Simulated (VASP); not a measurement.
Se, 1 atom in the cell. Symmetry: Im-3m, No. 229, cubic system. The conventional cell has a = 2.744 Å, b = 2.744 Å, c = 2.744 Å, α = 90.00°, β = 90.00°, γ = 90.00°. Se (site symmetry m-3m) has 14 Se at 2.38 to 2.74 Å within 3.1 Å. 

| Property | Result |
| --- | --- |
| Program | VASP 6.6.1 |
| Task | single point |
| Functional | PBE |
| Potentials or basis | VASP PAW PBE potentials, release 64 (Se) |
| Cutoff | 520 eV |
| k mesh | 19 × 19 × 19 |
| Occupations | fermi-dirac, width 0.1 eV |
| Spin | no spin polarisation |
| Dipole correction | no |
| Further INCAR settings | ALGO = Normal; EDIFF = 1e-07; NBANDS = 9 |

Potentials or basis: VASP PAW PBE potentials, release 64 (Se).

Launch:

```sh
$ cat potpaw_PBE.64/Se/POTCAR > POTCAR
$ mpirun -np 1 vasp_std > vasp.out
```

Hardware: 1 thread of Intel(R) Xeon(R) 6975P-C (Granite Rapids), with other jobs on the host.

**Question.** Estimate the wall time of this run.

**Answer.** It took 13 s on 1 thread of Intel(R) Xeon(R) 6975P-C (Granite Rapids), on a shared host, peak memory 0.13 GiB. Counts: scf iterations 11, k points 220.
